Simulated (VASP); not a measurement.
# Si2Mo (I4/mmm) in VASP: notebook, part 3 of 3

VASP 6.6.1. The steps go on from the part before.

## Step 6: Electric field gradients, PBE (equal xx and yy strain of -2 %)

Contents of INCAR:

```
SYSTEM = Si2Mo
PREC = Accurate
ENCUT = 520
EDIFF = 1E-8
ISMEAR = -1
SIGMA = 0.03
LREAL = .False.
LASPH = .True.
NELM = 100
ALGO = Normal
ISIF = 2
LWAVE = .False.
LCHARG = .False.
GGA = PE
LEFG = .True.
ISYM = 0
NBANDS = 18
```

Contents of KPOINTS:

```
regular mesh
0
Gamma
  12 12 16
  0 0 0
```

Contents of POSCAR:

```
Si2Mo
1.0
   -1.5680000000      1.5680000000      3.9305000000
    1.5680000000     -1.5680000000      3.9305000000
    1.5680000000      1.5680000000     -3.9305000000
Si Mo
2 1
Direct
    0.3330000000      0.3330000000      0.0000000000
    0.6670000000      0.6670000000      0.0000000000
    0.0000000000      0.0000000000      0.0000000000
```

Potentials or basis: VASP PAW PBE potentials, release 64 (Si, Mo_sv).

Started as:

```console
> cat potpaw_PBE.64/Si/POTCAR potpaw_PBE.64/Mo_sv/POTCAR > POTCAR
> mpirun -np 1 vasp_std > vasp.out
```

OUTCAR:

```text
SYSTEM = Si2Mo
   PREC = Accurate
   ENCUT = 520
   EDIFF = 1E-8
   ISMEAR = -1
   LREAL = .False.
   LASPH = .True.
   NELM = 100
   ISIF = 2
   GGA = PE
   ISYM = 0

 ion  position               nearest neighbor table
   1  0.333  0.333  0.000-   2 2.57   2 2.57   2 2.57   2 2.57   3 2.58   3 2.58   3 2.58   3 2.58
                             3 2.62   2 2.63
   2  0.667  0.667  0.000-   1 2.57   1 2.57   1 2.57   1 2.57   3 2.58   3 2.58   3 2.58   3 2.58
                             3 2.62   1 2.63
   3  0.000  0.000  0.000-   2 2.58   1 2.58   2 2.58   1 2.58   2 2.58   1 2.58   1 2.58   2 2.58
                             1 2.62   2 2.62

IMPORTANT INFORMATION: All symmetrisations will be switched off!
NOSYMM: (Re-)initialisation of all symmetry stuff for point group C_1.

----------------------------------------------------------------------------------------

                                     Primitive cell

  volume of cell :      38.6545

  direct lattice vectors                    reciprocal lattice vectors
    -1.568000000  1.568000000  3.930500000     0.000000000  0.318877551  0.127210279
     1.568000000 -1.568000000  3.930500000     0.318877551  0.000000000  0.127210279
     1.568000000  1.568000000 -3.930500000     0.318877551  0.318877551  0.000000000

  length of vectors
     4.512879153  4.512879153  4.512879153     0.343315231  0.343315231  0.450960957

  position of ions in fractional coordinates (direct lattice)
     0.333000000  0.333000000  0.000000000
     0.667000000  0.667000000  0.000000000
     0.000000000  0.000000000  0.000000000

  ion indices of the primitive-cell ions
   primitive index   ion index
                 1           1
                 2           2
[... 151 lines left out ...]
  band No.  band energies     occupation
      1     -47.7857      2.00000
      2     -21.9916      2.00000
      3     -21.8414      2.00000
      4     -21.8409      2.00000
      5      -0.9046      2.00000
      6       6.2638      2.00000
[... 481 lines left out ...]
      5       1.6824      2.00000
      6       5.0615      2.00000
[... 10 lines left out ...]
     17      20.5653      0.00000
     18      21.6736      0.00000

 [... further k-points ...]
[... 5 lines left out ...]
  --------------------------------------------------------------------------------------
  -------------------------------------------------------------------------------------
  Total        3.5002455      3.5002454      1.4501852      0.0030927     -0.0019053     -0.0019054
  in kB      145.0805438    145.0805407     60.1082571      0.1281894     -0.0789742     -0.0789743
  external PRESSURE =     116.7564472 kB  Pullay stress =       0.0000000 kB

 VOLUME and BASIS-vectors are now :
 -----------------------------------------------------------------------------
  energy-cutoff  :      520.00
  volume of cell :       38.65
      direct lattice vectors                 reciprocal lattice vectors
    -1.568000000  1.568000000  3.930500000     0.000000000  0.318877551  0.127210279
     1.568000000 -1.568000000  3.930500000     0.318877551  0.000000000  0.127210279
     1.568000000  1.568000000 -3.930500000     0.318877551  0.318877551  0.000000000

 POSITION                                       TOTAL-FORCE (eV/Angst)
 -----------------------------------------------------------------------------------
      0.00000      0.00000      2.61771         0.000532      0.000532      0.203696
      0.00000      0.00000      5.24329        -0.000532     -0.000532     -0.203696
      0.00000      0.00000      0.00000        -0.000000      0.000000      0.000000
 -----------------------------------------------------------------------------------
    total drift:                               -0.000000      0.000000      0.000000

  FREE ENERGIE OF THE ION-ELECTRON SYSTEM (eV)
  ---------------------------------------------------
  free  energy   TOTEN  =       -23.1687953258 eV

  energy  without entropy=      -23.1681217100  energy(sigma->0) =      -23.16845852

 Electric field gradients (V/A^2)
---------------------------------------------------------------------
 ion       V_xx      V_yy      V_zz      V_xy      V_xz      V_yz
---------------------------------------------------------------------
   1       4.743     4.743    -9.487     0.015    -0.001    -0.001
   2       4.743     4.743    -9.487     0.015    -0.001    -0.001
   3      19.796    19.796   -39.592    -0.151    -0.026    -0.026
---------------------------------------------------------------------

 Electric field gradients after diagonalization (V/A^2)
 (convention: |V_zz| > |V_xx| > |V_yy|)
----------------------------------------------------------------------
 ion       V_xx      V_yy      V_zz     asymmetry (V_yy - V_xx)/ V_zz
----------------------------------------------------------------------
   1       4.758     4.729    -9.487       0.003
   2       4.758     4.729    -9.487       0.003
   3      19.947    19.645   -39.592       0.008
----------------------------------------------------------------------

           NMR quadrupolar parameters

 Cq : quadrupolar parameter    Cq=e*Q*V_zz/h
 eta: asymmetry parameters     (V_yy - V_xx)/ V_zz
 Q  : nuclear electric quadrupole moment in mb (millibarn)
----------------------------------------------------------------------
 ion       Cq(MHz)       eta       Q (mb)
----------------------------------------------------------------------
   1      -0.023       0.003       1.000
   2      -0.023       0.003       1.000
   3      -0.096       0.008       1.000
----------------------------------------------------------------------
```

stdout:

```text
POSCAR found type information on POSCAR SiMo
 POSCAR found :  2 types and       3 ions
 scaLAPACK will be used
 LDA part: xc-table for (Slater+PW92), standard interpolation
[... 25 lines left out ...]
ion   1

     0.0000353    -0.0130070     0.0008527     7.5939433     0.0008526    -0.0000001
     0.0000487    -0.0130070     0.0008527     7.5939356     0.0008526    -0.0000001
     0.0000670    -0.0130070     0.0008527     7.5939226     0.0008526    -0.0000001
     0.0000923    -0.0130069     0.0008527     7.5939013     0.0008526    -0.0000001
[... 14 lines left out ...]
     0.0000532     0.1407223     0.0247818    31.6985895     0.0247812    -0.0000074
     0.0000733     0.1407197     0.0247828    31.6975981     0.0247823    -0.0000074
     0.0001009     0.1407154     0.0247844    31.6960352     0.0247839    -0.0000074
     0.0001390     0.1407087     0.0247871    31.6935849     0.0247866    -0.0000074
```

It took 36 min on 1 thread of Oxide Virtual Turin-like, shared host; peak memory 0.79 GiB.

Results:

```
Free energy                             : -23.1688 eV
Pressure                                : 11.7 GPa
Largest force                           : 0.204 eV/Å
Band gap on the k mesh                  : zero (bands 11 and 12 overlap by 0.99 eV)
Largest electric field gradient by atom : Si -9.5; Mo -39.6 V/Å²
```

Forces in eV/Å, atoms in the order of the input:
```
Si   0.001  0.001  0.204
Si  -0.001 -0.001 -0.204
Mo   0.000  0.000  0.000
```

Electric field gradients, principal values (V/Å²):
```
atom   least  middle  greatest (by size)
1 Si   4.729   4.758              -9.487
2 Si   4.729   4.758              -9.487
3 Mo  19.645  19.947             -39.592
```

Caveat: the cell differs from its parent crystal (equal xx and yy strain of -2 %); the stress differs along the axes, from 6 to 15 GPa; without QUAD_EFG the Cq values of the log hold for a quadrupole moment of 1 mb, not for the nuclei.

## Step 7: Summary

```tsv
cell	gap on the mesh (eV)	pressure (GPa)	largest force (eV/Å)
a = 4.443 Å, angles 138.7, 138.7, 59.9°, 3 atoms	none	17.9	0.17
a = 4.501 Å, angles 138.4, 138.4, 60.4°, 3 atoms	none	4.9	0.27
a = 4.502 Å, angles 139.7, 139.7, 58.4°, 3 atoms	none	17.1	0.16
a = 4.505 Å, angles 138.7, 138.7, 59.9°, 3 atoms	none	7.0	0.25
a = 4.513 Å, angles 139.3, 139.3, 58.9°, 3 atoms	none	11.7	0.20
```

Alike in all rows: task electric field gradients; level PBE; potentials or basis VASP PAW PBE potentials, release 64 (Si, Mo_sv); no spin polarisation; k mesh 12 × 12 × 16; cutoff (eV) 520; smearing fermi-dirac 0.03 eV.

Caveats: the cell stands under pressure (at least some runs); the stress differs along the axes, from 9 to 21 GPa (at least some runs); the stress differs along the axes, from 6 to 15 GPa (at least some runs).

Total energies depend on the potentials used, so only differences within one code and one set of settings carry meaning.
